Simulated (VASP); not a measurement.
# H4CO: single point with r2SCAN+D3(BJ)

The system is H4CO.

```xyz
36
Lattice="7.3803 0.0000 0.0000 0.0000 7.3803 0.0000 0.0000 0.0000 7.3803" Properties=species:S:1:pos:R:3 pbc="T T T"
C     0.8363   -0.0795    0.1661
C     3.0743    4.5511    0.8094
C     4.9508    1.6679    0.7410
C     2.3951    2.5642    3.8048
C     1.5888    5.7704    4.6500
C     5.5221    6.7300    4.1852
O     0.7533    0.0041    1.5777
O     4.1081    5.2543    1.5242
O     4.2799    1.5275   -0.5897
O     1.8623    2.3525    5.1200
O     0.6948    4.8071    5.1256
O     5.3389    5.3440    4.1929
H     0.2073   -0.9302   -0.0867
H     1.3986    0.5729    1.9830
H     0.4297    0.8461   -0.2782
H     1.8371   -0.2841   -0.2017
H     3.2656    4.6073   -0.2571
H     4.3534    4.9405    2.4101
H     2.7695    3.5724    1.0989
H     2.1347    5.1575    0.8986
H     4.3133    2.2058    1.4470
H     4.8366    0.9293   -1.1181
H     5.1052    0.6345    1.0727
H     5.9865    2.1552    0.6520
H     1.5698    2.8316    3.2254
H     2.5852    2.0531    5.7010
H     3.1492    3.3210    3.7986
H     2.7567    1.6146    3.4040
H     1.1131    6.7289    4.6840
H     1.1640    3.9353    5.2253
H     2.4833    5.7629    5.2974
H     1.8417    5.6044    3.6381
H     4.6248    7.2142    3.7932
H     6.1885    5.0203    4.4946
H     5.6062    7.0433    5.2062
H     6.3515    7.0047    3.5423
```

```json
{"Program": "VASP 6.6.1", "Task": "single point", "Functional": "r2SCAN", "Dispersion": "D3(BJ)", "Potentials or basis": "VASP PAW PBE potentials, release 64 (C, O, H)", "Cutoff": "520 eV", "k mesh": "1 × 1 × 1", "Occupations": "fermi-dirac, width 0.02 eV", "Spin": "no spin polarisation", "Dipole correction": "no", "Further INCAR settings": "LREAL = Auto; ALGO = Normal; EDIFF = 1e-06; NBANDS = 66"}
```

```yaml
Pressure: 0.1 GPa
Largest_force: 2.841 eV/Å
Band_gap_on_the_k_mesh: 5.29 eV
Dispersion_energy_per_atom: -0.017 eV
```

Forces in eV/Å, atoms in the order of the input:
```
C   -0.458  0.427  0.055
C   -1.196  2.565  0.245
C    1.126 -0.734 -1.231
C    0.222 -1.440  0.941
C    0.696 -0.043  1.164
C   -0.848  0.452 -0.675
O   -0.583 -0.646  0.643
O    0.003 -0.393 -0.528
O    0.400  0.551  0.904
O    0.204 -0.024  0.192
O   -0.803 -1.031  0.274
O   -0.768 -0.682 -0.432
H   -0.083  0.018 -0.268
H    0.593  0.456 -0.194
H    0.224 -0.294 -0.208
H    0.270  0.161  0.006
H    0.620 -0.381 -0.141
H   -0.275 -0.259 -0.086
H    0.482 -1.010  0.465
H    0.456 -0.410  0.185
H    0.058 -0.010 -0.493
H   -0.190  0.255  0.329
H    0.025  0.234  0.364
H   -1.582 -0.363  0.003
H   -1.293  0.770 -1.083
H    0.052  0.095  0.136
H    0.675  0.540 -0.088
H    0.411 -0.030 -0.038
H   -0.284  0.725  0.280
H   -0.428  0.472  0.060
H    0.015  0.306 -0.419
H    0.593 -0.291 -1.370
H   -0.085 -0.128 -0.158
H    0.755 -0.828  0.273
H    0.629  0.625  0.792
H    0.370  0.344  0.102
```

Stress tensor (GPa, compression positive):
```
-0.46 -0.15 -0.82
-0.15  0.96 -0.56
-0.82 -0.56 -0.15
```

Levels at points of the mesh, in eV from the valence-band top:
| k point | band 40 | band 41 | band 42 | band 43 | band 44 | band 45 |
| --- | --- | --- | --- | --- | --- | --- |
| (0.00, 0.00, 0.00) | -0.46 | -0.26 | 0.00 | 5.29 | 6.27 | 6.59 |

It took 6.4 min on 1 thread of Intel Xeon 8259CL, on a shared host, peak memory 0.47 GiB.

Caveat: the k points lie up to 0.85 Å⁻¹ apart, too coarse for converged energies, forces and pressures; the atoms stand as in a frame of molecular dynamics; the PAW data sets were made with another functional, which shifts forces and pressure a little.
